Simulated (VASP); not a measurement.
# GaAs (I-4m2) in VASP: further runs

Runs on GaAs. Level: r2SCAN. Tasks: single point.

Program: VASP 6.6.1. These are calculated values, not measurements. Logs are shortened: lines on timing, memory, paths and dates and some standing lists are left out, and cuts for length are marked.

## (1) The cell of the first run

Symmetry: I-4m2, No. 119, tetragonal system. Conventional cell: a = 3.998 Å, b = 3.998 Å, c = 5.371 Å, α = 90.00°, β = 90.00°, γ = 90.00°. Ga (site symmetry -4m2) has 4 As at 2.41 Å within 3.2 Å. As (site symmetry -4m2) has 4 Ga at 2.41 Å within 3.2 Å.

## (2) Single point, r2SCAN (strain +0.000 along x and y, -0.050 along z)

Input file POSCAR:

```
GaAs
1.0
    0.0000000000      2.8268500000      2.6855075000
    2.8268500000      0.0000000000      2.6855075000
    2.8268500000      2.8268500000      0.0000000000
Ga As
1 1
Direct
    0.0000000000      0.0000000000      0.0000000000
    0.7500000000      0.7500000000      0.7500000000
```

Input file INCAR.step1:

```
PREC = Accurate
ENCUT = 520
ISMEAR = 0
SIGMA = 0.05
LREAL = F
LASPH = T
NELM = 100
NBANDS = 16
GGA = PE
ALGO = Normal
EDIFF = 1E-4
LWAVE = T
LCHARG = F
```

Input file INCAR.step2:

```
PREC = Accurate
ENCUT = 520
EDIFF = 1E-6
ISMEAR = 0
SIGMA = 0.05
LREAL = F
LASPH = T
NELM = 100
ALGO = Normal
ISIF = 2
LWAVE = F
LCHARG = T
METAGGA = R2SCAN
LMIXTAU = T
LELF = T
LVHAR = T
NBANDS = 16
ISTART = 1
```

Input file KPOINTS:

```
Automatic mesh
0
Gamma
  8 8 8
```

Potentials or basis: VASP PAW PBE potentials, release 64 (Ga_d, As).

Run with:

```
cat potpaw_PBE.64/Ga_d/POTCAR potpaw_PBE.64/As/POTCAR > POTCAR
cp INCAR.step1 INCAR
mpirun -np 1 vasp_std > vasp.out
cp INCAR.step2 INCAR
mpirun -np 1 vasp_std > vasp.out
```

OUTCAR:

```text
PREC = Accurate
   ENCUT = 520
   EDIFF = 1E-6
   ISMEAR = 0
   LREAL = F
   LASPH = T
   NELM = 100
   ISIF = 2
   METAGGA = R2SCAN
   ISTART = 1

 ion  position               nearest neighbor table
   1  0.000  0.000  0.000-   2 2.41   2 2.41   2 2.41   2 2.41
   2  0.750  0.750  0.750-   1 2.41   1 2.41   1 2.41   1 2.41

  LATTYP: Found a body centered tetragonal cell.
 ALAT       =     3.9977696088
 C/A-ratio  =     1.3435028843

  Lattice vectors:

 A1 = (   0.0000000000,  -2.8268500000,  -2.6855075000)
 A2 = (   0.0000000000,   2.8268500000,  -2.6855075000)
 A3 = (   2.8268500000,   0.0000000000,   2.6855075000)

Analysis of symmetry for initial positions (statically):
=====================================================================
 Subroutine PRICEL returns:
 Original cell was already a primitive cell.

 Routine SETGRP: Setting up the symmetry group for a
 body centered tetragonal supercell.

 Subroutine GETGRP returns: Found  8 space group operations
 (whereof  8 operations were pure point group operations)
 out of a pool of 16 trial point group operations.

The static configuration has the point symmetry D_2d.

Analysis of symmetry for dynamics (positions and initial velocities):
=====================================================================
 Subroutine PRICEL returns:
 Original cell was already a primitive cell.

 Routine SETGRP: Setting up the symmetry group for a
 body centered tetragonal supercell.

 Subroutine GETGRP returns: Found  8 space group operations
 (whereof  8 operations were pure point group operations)
 out of a pool of 16 trial point group operations.

The dynamic configuration has the point symmetry D_2d.

 Subroutine INISYM returns: Found  8 space group operations
 (whereof  8 operations are pure point group operations),
 and found     1 'primitive' translations

----------------------------------------------------------------------------------------

                                     Primitive cell

  volume of cell :      42.9202

  direct lattice vectors                    reciprocal lattice vectors
     0.000000000  2.826850000  2.685507500    -0.176875321  0.176875321  0.186184548
     2.826850000  0.000000000  2.685507500     0.176875321 -0.176875321  0.186184548
     2.826850000  2.826850000  0.000000000     0.176875321  0.176875321 -0.186184548

  length of vectors
     3.899106494  3.899106494  3.997769609     0.311824380  0.311824380  0.311824380

[... 80 lines left out ...]
   EDIFF  = 0.1E-05   stopping-criterion for ELM
   LREAL  =      F    real-space projection
   EDIFFG = 0.1E-04   stopping-criterion for IOM
   NSW    =      0    number of steps for IOM
   IBRION =     -1    ionic relax: 0-MD 1-quasi-New 2-CG
   NFREE  =      0    steps in history (QN), initial steepest desc. (CG)
   ISIF   =      2    stress and relaxation
   ISYM   =      2    0-nonsym 1-usesym 2-fastsym
   POTIM  = 0.5000    time-step for ionic-motion
   TEBEG  =    0.0;   TEEND  =   0.0 temperature during run
   PSTRESS=    0.0 pullay stress
   NELECT =      18.0000    total number of electrons
   NUPDOWN=      -1.0000    fix difference up-down
   EMIN   =  10.00;   EMAX   =-10.00  energy-range for DOS
   EFERMI =   0.00;   METHOD = LEGACY
   ISMEAR =     0;   SIGMA  =   0.05  broadening in eV -4-tet -1-fermi 0-gaus
   EFERMI_NEDOS =   21; number of points for ismear=-14 and -15
   IALGO  =     38    algorithm
   IMIX   =      4    mixing-type and parameters
     AMIX     =   0.40;   BMIX     =  1.00
     AMIX_MAG =   1.60;   BMIX_MAG =  1.00
  volume/ion in A,a.u.               =      21.46       144.82
  Fermi-wavevector in a.u.,A,eV,Ry     =   1.225401  2.315673 20.430625  1.501609
  Thomas-Fermi vector in A             =   2.360441
   LORBIT       =      0    0 simple, 1 ext, 2 COOP (PROOUT), +10 PAW based schemes
   METAGGA = R2SCAN    functional components
   LHFCALC =     F    Hartree Fock is set to
   AEXX    =    0.0000 exact exchange contribution
   IVDW    =     0    specifies the selected vdW correction
   LEPSILON=     F    determine dielectric tensor
   LRPA    =     F    only Hartree local field effects (RPA)
 non-spin polarized calculation
 Gauss-broadening in eV      SIGMA  =   0.05
  energy-cutoff  :      520.00
  volume of cell :       42.92
 maximum number of plane-waves:      1194
 NGX is ok and might be reduce to    30
   NGX = 15   NGY = 15   NGZ = 15

 number of electron      18.0000008 magnetization

 Free energy of the ion-electron system (eV)
  ---------------------------------------------------
  ext. energy  EPLUGINS =         0.00000000
  ---------------------------------------------------
  free energy    TOTEN  =       -27.00001190 eV

  energy without entropy =      -27.00001190  energy(sigma->0) =      -27.00001190

 E-fermi :   4.6719     XC(G=0): -10.5063

 val. band max:        4.3740198243   @ k =   0.0000   0.0000   0.0000
 cond. band min:       5.5319051765   @ k =   0.3750   0.3750   0.0000
 fundamental gap:      1.1578853521
 Fermi energy:         4.6718750660

 k-point     1 :       0.0000    0.0000    0.0000
  band No.  band energies     occupation
      1     -11.1607      2.00000
      2     -11.1607      2.00000
      3     -11.1481      2.00000
      4     -11.0579      2.00000
      5     -11.0493      2.00000
      6      -9.4192      2.00000
[... 433 lines left out ...]
      3     -11.1255      2.00000
      4     -11.0585      2.00000
      5     -11.0469      2.00000
      6      -7.9731      2.00000
[... 8 lines left out ...]
     15      15.1323      0.00000
     16      16.0440      0.00000

 [... further k-points ...]

------------------------ aborting loop because EDIFF is reached ----------------------------------------

  FORCE on cell =-STRESS in cart. coord.  units (eV):
  Direction    XX          YY          ZZ          XY          YZ          ZX
  --------------------------------------------------------------------------------------
  -------------------------------------------------------------------------------------
  Total        1.0224717      1.0224717      1.8595718      0.0000000      0.0000000      0.0000000
  in kB       38.1680517     38.1680517     69.4163294      0.0000000      0.0000000      0.0000000
  external PRESSURE =      48.5841443 kB  Pullay stress =       0.0000000 kB

 VOLUME and BASIS-vectors are now :
 -----------------------------------------------------------------------------
  energy-cutoff  :      520.00
  volume of cell :       42.92
      direct lattice vectors                 reciprocal lattice vectors
     0.000000000  2.826850000  2.685507500    -0.176875321  0.176875321  0.186184548
     2.826850000  0.000000000  2.685507500     0.176875321 -0.176875321  0.186184548
     2.826850000  2.826850000  0.000000000     0.176875321  0.176875321 -0.186184548

 POSITION                                       TOTAL-FORCE (eV/Angst)
 -----------------------------------------------------------------------------------
      0.00000      0.00000      0.00000         0.000000      0.000000     -0.000000
      4.24027      4.24027      4.02826        -0.000000     -0.000000      0.000000
 -----------------------------------------------------------------------------------
    total drift:                                0.000007      0.000007     -0.000023

  FREE ENERGIE OF THE ION-ELECTRON SYSTEM (eV)
  ---------------------------------------------------
  free  energy   TOTEN  =       -27.0000119049 eV

  energy  without entropy=      -27.0000119049  energy(sigma->0) =      -27.00001190
```

OUTCAR.step1:

```text
PREC = Accurate
   ENCUT = 520
   ISMEAR = 0
   LREAL = F
   LASPH = T
[... 678 lines left out ...]
 -----------------------------------------------------------------------------------
      0.00000      0.00000      0.00000         0.000000      0.000000      0.000000
      4.24027      4.24027      4.02826        -0.000000     -0.000000     -0.000000
 -----------------------------------------------------------------------------------
    total drift:                               -0.000002     -0.000002     -0.000002

  FREE ENERGIE OF THE ION-ELECTRON SYSTEM (eV)
  ---------------------------------------------------
  free  energy   TOTEN  =        -8.1557440551 eV

  energy  without entropy=       -8.1557440551  energy(sigma->0) =       -8.15574406
```

OSZICAR.step1:

```text
N       E                     dE             d eps       ncg     rms          rms(c)
DAV:   1     0.820652280606E+02    0.82065E+02   -0.88843E+03  1936   0.160E+03
DAV:   2    -0.213097381879E+01   -0.84196E+02   -0.80217E+02  2152   0.308E+02
DAV:   3    -0.824055396996E+01   -0.61096E+01   -0.60925E+01  2240   0.653E+01
DAV:   4    -0.832698954580E+01   -0.86436E-01   -0.86424E-01  2400   0.854E+00
DAV:   5    -0.832819206077E+01   -0.12025E-02   -0.12025E-02  2328   0.909E-01    0.307E+00
DAV:   6    -0.817784690025E+01    0.15035E+00   -0.21402E-01  2888   0.839E+00    0.187E+00
DAV:   7    -0.815455992686E+01    0.23287E-01   -0.71277E-02  2408   0.201E+00    0.569E-01
DAV:   8    -0.815529825183E+01   -0.73832E-03   -0.10800E-02  2312   0.119E+00    0.130E-01
DAV:   9    -0.815568361658E+01   -0.38536E-03   -0.95888E-04  2384   0.343E-01    0.476E-02
DAV:  10    -0.815574405514E+01   -0.60439E-04   -0.64399E-05  1888   0.103E-01
   1 F= -.81557441E+01 E0= -.81557441E+01  d E =-.592876E-17
```

Wall time 3.5 min (1 thread of Intel Xeon 8259CL, shared host); peak memory 0.2 GiB.

Results:

```
Free energy            : -27.0000 eV
Pressure               : 4.9 GPa
Band gap on the k mesh : 1.16 eV (least direct gap 1.20 eV)
```

Caveat: the cell differs from its parent crystal (strain +0.000 along x and y, -0.050 along z); the cell stands under pressure; the PAW data sets were made with another functional, which shifts forces and pressure a little. A k mesh can miss the band edges.

## (3) Single point, r2SCAN (strain +0.050 along x and y, +0.000 along z)

Input file POSCAR:

```
GaAs
1.0
    0.0000000000      2.9681925000      2.8268500000
    2.9681925000      0.0000000000      2.8268500000
    2.9681925000      2.9681925000      0.0000000000
Ga As
1 1
Direct
    0.0000000000      0.0000000000      0.0000000000
    0.7500000000      0.7500000000      0.7500000000
```

Input file INCAR.step1:

```
ALGO     = Normal         # electronic algorithm
EDIFF    = 1E-4           # SCF threshold, eV
ENCUT    = 520            # plane-wave cutoff, eV
GGA      = PE             # functional
ISMEAR   = 0              # smearing method
LASPH    = T              # aspherical terms in the spheres
LCHARG   = F              # write CHGCAR
LREAL    = F              # projectors in reciprocal space
LWAVE    = T              # write WAVECAR
NBANDS   = 16             # bands
NELM     = 60             # most SCF steps
PREC     = Accurate       # precision mode
SIGMA    = 0.05           # smearing width, eV
```

Input file INCAR.step2:

```
ALGO     = Normal         # electronic algorithm
EDIFF    = 1E-7           # SCF threshold, eV
ENCUT    = 520            # plane-wave cutoff, eV
ISIF     = 2              # what is computed and relaxed
ISMEAR   = 0              # smearing method
ISTART   = 1            
LASPH    = T              # aspherical terms in the spheres
LCHARG   = F              # write CHGCAR
LMIXTAU  = T            
LREAL    = F              # projectors in reciprocal space
LWAVE    = F              # write WAVECAR
METAGGA  = R2SCAN         # meta-GGA
NBANDS   = 16             # bands
NELM     = 60             # most SCF steps
PREC     = Accurate       # precision mode
SIGMA    = 0.05           # smearing width, eV
```

Input file KPOINTS:

```
k-points
0
Gamma
  8 8 8
```

Potentials or basis: VASP PAW PBE potentials, release 64 (Ga_d, As).

Run with:

```
cat potpaw_PBE.64/Ga_d/POTCAR potpaw_PBE.64/As/POTCAR > POTCAR
cp INCAR.step1 INCAR
mpirun -np 1 vasp_std > vasp.out
cp INCAR.step2 INCAR
mpirun -np 1 vasp_std > vasp.out
```

Run time: 5.1 min. Hardware: 1 thread of Intel Xeon 8259CL, shared host; peak memory 0.2 GiB.

Results (log left out):

| Item | Value |
| --- | --- |
| Free energy | -26.9614 eV |
| Pressure | -5.3 GPa |
| Band gap on the k mesh | 0.05 eV |

Stress tensor (GPa, compression positive):
```
-6.23  0.00  0.00
 0.00 -6.23  0.00
 0.00  0.00 -3.39
```

Levels at points of the mesh, in eV from the valence-band top:
```csv
k point,band 6,band 7,band 8,band 9,band 10,band 11,band 12,band 13
"(0.00, 0.00, 0.00)",-12.70,-0.25,-0.25,0.00,0.05,3.76,3.90,3.90
"(0.50, 0.00, 0.00)",-11.14,-6.47,-1.38,-1.03,0.87,4.63,4.96,7.98
"(0.50, 0.50, 0.00)",-10.39,-6.53,-2.80,-2.80,1.50,1.57,9.91,9.91
"(0.50, 0.00, 0.50)",-10.54,-6.80,-2.51,-2.48,1.85,1.95,9.66,9.90
```

Caveat: the cell differs from its parent crystal (strain +0.050 along x and y, +0.000 along z); the cell stands under tension; the PAW data sets were made with another functional, which shifts forces and pressure a little.
